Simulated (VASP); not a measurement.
Set up this calculation in VASP 6.6.1, as the native input.

```yaml
Task: single point
Functional: PBE
Potentials_or_basis: VASP PAW PBE potentials, release 64 (Mo_sv)
Cutoff: 520 eV
k_mesh: 20 × 20 × 20
Occupations: fermi-dirac, width 0.1 eV
Spin: no spin polarisation
Dipole_correction: no
Further_INCAR_settings: ALGO = Normal; EDIFF = 1e-06; NBANDS = 13
```

The structure of Mo lies in POSCAR:

```
Mo
1.0
   -1.3278523543      1.3278523543      1.3278523543
    1.3278523543     -1.3278523543      1.3278523543
    1.3278523543      1.3278523543     -1.3278523543
Mo
1
Direct
    0.0000000000      0.0000000000      0.0000000000
```

One way to write it, as run:

INCAR

```
PREC     = Accurate       # precision mode
ENCUT    = 520            # plane-wave cutoff, eV
EDIFF    = 1E-6           # SCF threshold, eV
ISMEAR   = -1             # smearing method
SIGMA    = 0.1            # smearing width, eV
LREAL    = F              # projectors in reciprocal space
LASPH    = T              # aspherical terms in the spheres
NELM     = 80             # most SCF steps
ALGO     = Normal         # electronic algorithm
ISIF     = 2              # what is computed and relaxed
LWAVE    = F              # write WAVECAR
LCHARG   = F              # write CHGCAR
GGA      = PE             # functional
NBANDS   = 13             # bands
```

KPOINTS

```
Automatic mesh
0
Gamma
  20 20 20
```

Potentials or basis: VASP PAW PBE potentials, release 64 (Mo_sv).

The run is started by

```bash
$ cat potpaw_PBE.64/Mo_sv/POTCAR > POTCAR
$ mpirun -np 1 vasp_std > vasp.out
```

It gave:

```json
{
  "Pressure": "386.9 GPa",
  "Band gap on the k mesh": "zero (bands 7 and 8 overlap by 10.66 eV)"
}
```

Caveat: the cell stands under pressure.

Wall time 37 s on 1 thread of Intel(R) Xeon(R) Platinum 8259CL CPU @ 2.50GHz (Skylake/Cascade Lake), on a shared host, peak memory 0.14 GiB.
